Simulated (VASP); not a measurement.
Nd, 1 atom in the cell. Symmetry: Fm-3m, No. 225, cubic system. The conventional cell has a = 4.288 Å, b = 4.288 Å, c = 4.288 Å, α = 90.00°, β = 90.00°, γ = 90.00°. Within 4.0 Å of Nd (site symmetry m-3m) lie 12 Nd at 3.03 Å. 

| Item | Value |
| --- | --- |
| Program | VASP 6.6.1 |
| Task | single point |
| Functional | LDA |
| Potentials or basis | VASP PAW PBE potentials, release 64 (Nd) |
| Cutoff | 520 eV |
| k mesh | 13 × 13 × 13 |
| Occupations | fermi-dirac, width 0.136057 eV |
| Spin | no spin polarisation |
| Dipole correction | no |
| Further INCAR settings | ALGO = Normal; EDIFF = 1e-07; NBANDS = 13 |

Potentials or basis: VASP PAW PBE potentials, release 64 (Nd).

Launch:

```console
$ cat potpaw_PBE.64/Nd/POTCAR > POTCAR
$ mpirun -np 1 vasp_std > vasp.out
```

Hardware: 1 thread of Intel(R) Xeon(R) Platinum 8375C CPU @ 2.90GHz (Ice Lake) (shared host).

Problem. Estimate the wall time of this run.

Solution. It took 22 s on 1 thread of Intel(R) Xeon(R) Platinum 8375C CPU @ 2.90GHz (Ice Lake), on a shared host, peak memory 0.15 GiB. Counts: scf iterations 15, k points 84.
